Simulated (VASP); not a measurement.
# CdS in VASP: a series of runs

CdS is run at these levels: PBE; tasks: single point.

Everything below comes from runs of VASP 6.6.1. Logs are shortened: lines on timing, memory, paths and dates and some standing lists are left out, and cuts for length are marked.

## 1. The cell of the first run

Symmetry: R3m, No. 160, trigonal system. The conventional cell has a = 4.182 Å, b = 4.182 Å, c = 10.334 Å, α = 90.00°, β = 90.00°, γ = 120.00°. Within 3.4 Å of Cd (site symmetry 3m) lie 4 S at 2.57 Å. Within 3.4 Å of S (site symmetry 3m) lie 4 Cd at 2.57 Å.

## 2. Single point, PBE

The input, INCAR:

```
  PREC = Accurate
  ENCUT = 500
  EDIFF = 1E-6
  ISMEAR = 0
  SIGMA = 0.15
  LREAL = False
  LASPH = True
  NELM = 120
  ALGO = Normal
  ISIF = 2
  LWAVE = False
  LCHARG = False
  GGA = PE
  NBANDS = 16
  GGA_COMPAT = False
```

The input, KPOINTS:

```
Automatic mesh
0
Gamma
  4 4 4
```

The input, POSCAR:

```
CdS
1.0
    2.0911105097      1.2073032157      3.4445862017
   -2.0911105097      1.2073032157      3.4445862017
    0.0000000000     -2.4146064314      3.4445862017
Cd S
1 1
Direct
    0.2840920159      0.2840920159      0.2840920159
    1.0358345941      1.0358345941      1.0358345941
```

Potentials or basis: VASP PAW PBE potentials, release 64 (Cd, S).

Run with:

```sh
cat potpaw_PBE.64/Cd/POTCAR potpaw_PBE.64/S/POTCAR > POTCAR
mpirun -np 1 vasp_std > vasp.out
```

OUTCAR:

```text
PREC = Accurate
   ENCUT = 500
   EDIFF = 1E-6
   ISMEAR = 0
   LREAL = False
   LASPH = True
   NELM = 120
   ISIF = 2
   GGA = PE

 ion  position               nearest neighbor table
   1  0.284  0.284  0.284-   2 2.57   2 2.57   2 2.57   2 2.57
   2  0.036  0.036  0.036-   1 2.57   1 2.57   1 2.57   1 2.57

  LATTYP: Found a trigonal (rhomboedric) cell.
 ALAT       =     4.2066017543
 COS(alpha) =     0.5057790309

  Lattice vectors:

 A1 = (   2.0911105097,   1.2073032157,   3.4445862017)
 A2 = (  -2.0911105097,   1.2073032157,   3.4445862017)
 A3 = (   0.0000000000,  -2.4146064314,   3.4445862017)

Analysis of symmetry for initial positions (statically):
=====================================================================
 Subroutine PRICEL returns:
 Original cell was already a primitive cell.

 Routine SETGRP: Setting up the symmetry group for a
 trigonal (rhombohedral) supercell.

 Subroutine GETGRP returns: Found  6 space group operations
 (whereof  6 operations were pure point group operations)
 out of a pool of 12 trial point group operations.

The static configuration has the point symmetry C_3v.

Analysis of symmetry for dynamics (positions and initial velocities):
=====================================================================
 Subroutine PRICEL returns:
 Original cell was already a primitive cell.

 Routine SETGRP: Setting up the symmetry group for a
 trigonal (rhombohedral) supercell.

 Subroutine GETGRP returns: Found  6 space group operations
 (whereof  6 operations were pure point group operations)
 out of a pool of 12 trial point group operations.

The dynamic configuration has the point symmetry C_3v.

 Subroutine INISYM returns: Found  6 space group operations
 (whereof  6 operations are pure point group operations),
 and found     1 'primitive' translations

----------------------------------------------------------------------------------------

                                     Primitive cell

  volume of cell :      52.1773

  direct lattice vectors                    reciprocal lattice vectors
     2.091110510  1.207303216  3.444586202     0.239107401  0.138048723  0.096770211
    -2.091110510  1.207303216  3.444586202    -0.239107401  0.138048723  0.096770211
     0.000000000 -2.414606431  3.444586202     0.000000000 -0.276097445  0.096770211

  length of vectors
     4.206601754  4.206601754  4.206601754     0.292564989  0.292564989  0.292564989

  position of ions in fractional coordinates (direct lattice)
     0.284092016  0.284092016  0.284092016
     0.035834594  0.035834594  0.035834594

  ion indices of the primitive-cell ions
   primitive index   ion index
                 1           1
                 2           2

----------------------------------------------------------------------------------------

 KPOINTS: Automatic mesh

Automatic generation of k-mesh.
 Grid dimensions read from file:
 generate k-points for:    4    4    4

 Generating k-lattice:

  Cartesian coordinates                     Fractional coordinates (reciprocal lattice)
     0.059776850  0.034512181  0.024192553     0.250000000  0.000000000  0.000000000
    -0.059776850  0.034512181  0.024192553     0.000000000  0.250000000  0.000000000
     0.000000000 -0.069024361  0.024192553     0.000000000  0.000000000  0.250000000

  Length of vectors
     0.073141247  0.073141247  0.073141247

  Shift w.r.t. Gamma in fractional coordinates (k-lattice)
     0.000000000  0.000000000  0.000000000

 Subroutine IBZKPT returns following result:
 ===========================================

 Found     13 irreducible k-points:

 Following reciprocal coordinates:
            Coordinates               Weight
  0.000000  0.000000  0.000000      1.000000
  0.250000  0.000000  0.000000      6.000000
  0.500000  0.000000  0.000000      3.000000
  0.250000  0.250000  0.000000      6.000000
  0.500000  0.250000  0.000000     12.000000
 -0.250000  0.250000  0.000000      6.000000
  0.500000  0.500000  0.000000      3.000000
  0.250000  0.250000  0.250000      2.000000
  0.500000  0.250000  0.250000      6.000000
 -0.250000  0.250000  0.250000      6.000000
  0.500000  0.500000  0.250000      6.000000
 -0.250000  0.500000  0.250000      6.000000
  0.500000  0.500000  0.500000      1.000000
   k-points           NKPTS =     13   k-points in BZ     NKDIM =     13   number of bands    NBANDS=     16
   number of dos      NEDOS =    301   number of ions     NIONS =      2
   total plane-waves  NPLWV =  32768
   dimension x,y,z NGX =    32 NGY =   32 NGZ =   32
   dimension x,y,z NGXF=    64 NGYF=   64 NGZF=   64
   ions per type =               1   1
   NGX,Y,Z   is equivalent  to a cutoff of  12.65, 12.65, 12.65 a.u.
   NGXF,Y,Z  is equivalent  to a cutoff of  25.29, 25.29, 25.29 a.u.
 SYSTEM =  unknown system
   PREC   = accura    normal or accurate (medium, high low for compatibility)
   ISTART =      0    job   : 0-new  1-cont  2-samecut
   ICHARG =      2    charge: 1-file 2-atom 10-const
   ISPIN  =      1    spin polarized calculation?
   LNONCOLLINEAR =      F non collinear calculations
   LSORBIT =      F    spin-orbit coupling
   LASPH  =      T    aspherical Exc in radial PAW
   ENCUT  =  500.0 eV  36.75 Ry    6.06 a.u.   7.67  7.67  7.67*2*pi/ulx,y,z
   NELM   =    120;   NELMIN=  2; NELMDL= -5     # of ELM steps
   EDIFF  = 0.1E-05   stopping-criterion for ELM
   LREAL  =      F    real-space projection
   EDIFFG = 0.1E-04   stopping-criterion for IOM
   NSW    =      0    number of steps for IOM
   IBRION =     -1    ionic relax: 0-MD 1-quasi-New 2-CG
   NFREE  =      0    steps in history (QN), initial steepest desc. (CG)
   ISIF   =      2    stress and relaxation
   ISYM   =      2    0-nonsym 1-usesym 2-fastsym
   POTIM  = 0.5000    time-step for ionic-motion
   TEBEG  =    0.0;   TEEND  =   0.0 temperature during run
   PSTRESS=    0.0 pullay stress
   NELECT =      18.0000    total number of electrons
   NUPDOWN=      -1.0000    fix difference up-down
   EMIN   =  10.00;   EMAX   =-10.00  energy-range for DOS
   EFERMI =   0.00;   METHOD = LEGACY
   ISMEAR =     0;   SIGMA  =   0.15  broadening in eV -4-tet -1-fermi 0-gaus
   EFERMI_NEDOS =   21; number of points for ismear=-14 and -15
   IALGO  =     38    algorithm
   IMIX   =      4    mixing-type and parameters
     AMIX     =   0.40;   BMIX     =  1.00
     AMIX_MAG =   1.60;   BMIX_MAG =  1.00
  volume/ion in A,a.u.               =      26.09       176.05
  Fermi-wavevector in a.u.,A,eV,Ry     =   1.148167  2.169721 17.936394  1.318288
  Thomas-Fermi vector in A             =   2.284843
   LORBIT       =      0    0 simple, 1 ext, 2 COOP (PROOUT), +10 PAW based schemes
   GGA     = PE    functional components
   LHFCALC =     F    Hartree Fock is set to
   AEXX    =    0.0000 exact exchange contribution
   IVDW    =     0    specifies the selected vdW correction
   LEPSILON=     F    determine dielectric tensor
   LRPA    =     F    only Hartree local field effects (RPA)
 non-spin polarized calculation
 Gauss-broadening in eV      SIGMA  =   0.15
  energy-cutoff  :      500.00
  volume of cell :       52.18
 maximum number of plane-waves:      1363
 NGX is ok and might be reduce to    32
   NGX = 15   NGY = 15   NGZ = 15

 number of electron      18.0000001 magnetization

 Free energy of the ion-electron system (eV)
  ---------------------------------------------------
  ext. energy  EPLUGINS =         0.00000000
  ---------------------------------------------------
  free energy    TOTEN  =        -6.11582662 eV

  energy without entropy =       -6.11582658  energy(sigma->0) =       -6.11582660

 E-fermi :   1.4459     XC(G=0):  -8.9072

 val. band max:        0.9314188026   @ k =   0.0000   0.0000   0.0000
 cond. band min:       1.9440203229   @ k =   0.0000   0.0000   0.0000
 fundamental gap:      1.0126015203
 Fermi energy:         1.4459424689

 k-point     1 :       0.0000    0.0000    0.0000
  band No.  band energies     occupation
      1     -11.1517      2.00000
      2      -6.6695      2.00000
      3      -6.6596      2.00000
      4      -6.6596      2.00000
      5      -6.2514      2.00000
      6      -6.2514      2.00000
[... 8 lines left out ...]
     15      12.3086      0.00000
     16      12.3086      0.00000

 k-point     2 :       0.2500    0.0000    0.0000
  band No.  band energies     occupation
      1     -10.9606      2.00000
      2      -6.6052      2.00000
      3      -6.5989      2.00000
      4      -6.4300      2.00000
      5      -6.2484      2.00000
      6      -6.2462      2.00000
[... 8 lines left out ...]
     15      11.5328      0.00000
     16      12.0985      0.00000

 k-point     3 :       0.5000    0.0000    0.0000
  band No.  band energies     occupation
      1     -10.7701      2.00000
      2      -6.5610      2.00000
      3      -6.5582      2.00000
      4      -6.2207      2.00000
      5      -6.2158      2.00000
      6      -5.9079      2.00000
[... 8 lines left out ...]
     15      13.2592      0.00000
     16      13.4211      0.00000

 k-point     4 :       0.2500    0.2500    0.0000
  band No.  band energies     occupation
      1     -10.8994      2.00000
      2      -6.5275      2.00000
      3      -6.5222      2.00000
      4      -6.4940      2.00000
      5      -6.2613      2.00000
      6      -6.2142      2.00000
[... 8 lines left out ...]
     15      12.7084      0.00000
     16      15.3012      0.00000
[... 115 lines left out ...]
 k-point    11 :       0.5000    0.5000    0.2500
  band No.  band energies     occupation
      1     -10.7153      2.00000
      2      -6.5065      2.00000
      3      -6.4545      2.00000
      4      -6.3250      2.00000
      5      -6.2072      2.00000
      6      -5.8842      2.00000
[... 8 lines left out ...]
     15      13.4393      0.00000
     16      14.2606      0.00000

 k-point    12 :      -0.2500    0.5000    0.2500
  band No.  band energies     occupation
      1     -10.6550      2.00000
      2      -6.4564      2.00000
      3      -6.4468      2.00000
      4      -6.2847      2.00000
      5      -6.2421      2.00000
      6      -5.6962      2.00000
[... 8 lines left out ...]
     15      13.9405      0.00000
     16      14.0462      0.00000

 k-point    13 :       0.5000    0.5000    0.5000
  band No.  band energies     occupation
      1     -10.7744      2.00000
      2      -6.5545      2.00000
      3      -6.5545      2.00000
      4      -6.2202      2.00000
      5      -6.2202      2.00000
      6      -5.9239      2.00000
[... 8 lines left out ...]
     15      13.3354      0.00000
     16      13.3354      0.00000

------------------------ aborting loop because EDIFF is reached ----------------------------------------

  FORCE on cell =-STRESS in cart. coord.  units (eV):
  Direction    XX          YY          ZZ          XY          YZ          ZX
  --------------------------------------------------------------------------------------
  -------------------------------------------------------------------------------------
  Total        0.1203447      0.1203447      0.0266708      0.0000000      0.0000000      0.0000000
  in kB        3.6953534      3.6953534      0.8189657      0.0000000      0.0000000      0.0000000
  external PRESSURE =       2.7365575 kB  Pullay stress =       0.0000000 kB

 VOLUME and BASIS-vectors are now :
 -----------------------------------------------------------------------------
  energy-cutoff  :      500.00
  volume of cell :       52.18
      direct lattice vectors                 reciprocal lattice vectors
     2.091110510  1.207303216  3.444586202     0.239107401  0.138048723  0.096770211
    -2.091110510  1.207303216  3.444586202    -0.239107401  0.138048723  0.096770211
     0.000000000 -2.414606431  3.444586202     0.000000000 -0.276097445  0.096770211

 POSITION                                       TOTAL-FORCE (eV/Angst)
 -----------------------------------------------------------------------------------
      0.00000      0.00000      2.93574         0.000000      0.000000      0.025126
      0.00000      0.00000      0.37031         0.000000      0.000000     -0.025126
 -----------------------------------------------------------------------------------
    total drift:                               -0.000000     -0.000000     -0.000193

  FREE ENERGIE OF THE ION-ELECTRON SYSTEM (eV)
  ---------------------------------------------------
  free  energy   TOTEN  =        -6.1158266208 eV

  energy  without entropy=       -6.1158265770  energy(sigma->0) =       -6.11582660
```

Run time: 19 s. Hardware: 1 thread of Intel Xeon 8259CL, shared host; peak memory 0.17 GiB.

Results:

```yaml
Free_energy: -6.1158 eV
Pressure: 0.3 GPa
Largest_force: 0.025 eV/Å
Band_gap_on_the_k_mesh: 1.01 eV, direct
```

Forces on the atoms (eV/Å):
```
Cd   0.000  0.000  0.025
S    0.000  0.000 -0.025
```

Stress tensor (GPa, compression positive):
```
0.37 0.00 0.00
0.00 0.37 0.00
0.00 0.00 0.08
```

Caveat: the k points lie up to 0.46 Å⁻¹ apart. PBE gaps usually lie below the measured ones, often by a third to a half.

## 3. Single point, PBE

This run uses another cell than the first one, of 24.64 Å³/atom, 0.945 times its volume.

The input, INCAR:

```
ALGO     = Normal         # electronic algorithm
EDIFF    = 1E-6           # SCF threshold, eV
ENCUT    = 500            # plane-wave cutoff, eV
GGA      = PE             # functional
GGA_COMPAT= F            
ISIF     = 2              # what is computed and relaxed
ISMEAR   = 0              # smearing method
LASPH    = T              # aspherical terms in the spheres
LCHARG   = F              # write CHGCAR
LREAL    = F              # projectors in reciprocal space
LWAVE    = F              # write WAVECAR
NBANDS   = 16             # bands
NELM     = 120            # most SCF steps
PREC     = Accurate       # precision mode
SIGMA    = 0.1            # smearing width, eV
```

The input, KPOINTS:

```
k-points
0
Gamma
  6 6 6
```

The input, POSCAR:

```
CdS
1.0
    0.0000000000      2.9100000900      2.9100000900
    2.9100000900      0.0000000000      2.9100000900
    2.9100000900      2.9100000900      0.0000000000
Cd S
1 1
Direct
    0.0000000000      0.0000000000      0.0000000000
    0.2500000000      0.2500000000      0.2500000000
```

Potentials or basis: VASP PAW PBE potentials, release 64 (Cd, S).

Run with:

```sh
cat potpaw_PBE.64/Cd/POTCAR potpaw_PBE.64/S/POTCAR > POTCAR
mpirun -np 1 vasp_std > vasp.out
```

Run time: 26 s. Hardware: 1 thread of Intel Xeon 8259CL, shared host; peak memory 0.17 GiB.

Results (log left out):

```yaml
Free_energy: -6.1118 eV
Pressure: 3.7 GPa
Band_gap_on_the_k_mesh: 1.16 eV, direct
```

Levels at points of the mesh, in eV from the valence-band top:
```
           k point  band 7  band 8  band 9  band 10  band 11  band 12
(0.00, 0.00, 0.00)    0.00    0.00    0.00     1.16     6.54     6.54
(0.50, 0.00, 0.00)   -4.45   -0.76   -0.76     3.02     7.01     7.01
(0.50, 0.50, 0.00)   -3.98   -1.90   -1.90     3.54     4.36     9.26
```

## 4. Single point, PBE

This run uses another cell than the first one, of 24.81 Å³/atom, 0.951 times its volume.

The input, INCAR:

```
SYSTEM = CdS
PREC     = Accurate       ! precision mode
ENCUT    = 500            ! plane-wave cutoff, eV
EDIFF    = 1E-6           ! SCF threshold, eV
ISMEAR   = 0              ! smearing method
SIGMA    = 0.1            ! smearing width, eV
LREAL    = .FALSE.        ! projectors in reciprocal space
LASPH    = .TRUE.         ! aspherical terms in the spheres
NELM     = 120            ! most SCF steps
ALGO     = Normal         ! electronic algorithm
ISIF     = 2              ! what is computed and relaxed
LWAVE    = .FALSE.        ! write WAVECAR
LCHARG   = .FALSE.        ! write CHGCAR
GGA      = PE             ! functional
NBANDS   = 16             ! bands
GGA_COMPAT= .FALSE.
```

The input, KPOINTS:

```
regular mesh
0
G
  6 6 6
  0 0 0
```

The input, POSCAR:

```
CdS
1.0
    0.0000000000      2.9165000900      2.9165000900
    2.9165000900      0.0000000000      2.9165000900
    2.9165000900      2.9165000900      0.0000000000
Cd S
1 1
Direct
    0.0000000000      0.0000000000      0.0000000000
    0.7500000000      0.7500000000      0.7500000000
```

Run with:

```sh
cat potpaw_PBE.64/Cd/POTCAR potpaw_PBE.64/S/POTCAR > POTCAR
mpirun -np 1 vasp_std > vasp.out
```

Run time: 30 s. Hardware: 1 thread of Intel Xeon 8259CL, shared host; peak memory 0.16 GiB.

The run converged. Its results:

- Free energy: -6.1190 eV
- Pressure: 3.2 GPa
- Band gap on the k mesh: 1.15 eV, direct

Levels at points of the mesh, in eV from the valence-band top:
| k point | band 6 | band 7 | band 8 | band 9 | band 10 | band 11 | band 12 | band 13 |
| --- | --- | --- | --- | --- | --- | --- | --- | --- |
| (0.00, 0.00, 0.00) | -7.25 | 0.00 | 0.00 | 0.00 | 1.15 | 6.55 | 6.55 | 6.55 |
| (0.50, 0.00, 0.00) | -6.87 | -4.40 | -0.75 | -0.75 | 3.01 | 7.01 | 7.01 | 7.48 |
| (0.50, 0.50, 0.00) | -6.81 | -3.95 | -1.88 | -1.88 | 3.55 | 4.35 | 9.23 | 10.78 |

## 5. Overview

```csv
cell,k mesh,smearing,gap on the mesh (eV),pressure (GPa)
"a = 4.207 Å, angles 59.6°, 2 atoms",4 × 4 × 4,gaussian 0.15 eV,1.01,0.3
"a = 4.115 Å, angles 60.0°, 2 atoms",6 × 6 × 6,gaussian 0.1 eV,1.16,3.7
"a = 4.125 Å, angles 60.0°, 2 atoms",6 × 6 × 6,gaussian 0.1 eV,1.15,3.2
```

Alike in all rows: task single point; level PBE; potentials or basis VASP PAW PBE potentials, release 64 (Cd, S); no spin polarisation; cutoff (eV) 500.

Caveats: some runs use coarse meshes.

Absolute energies hang on the potentials; compare differences alone.
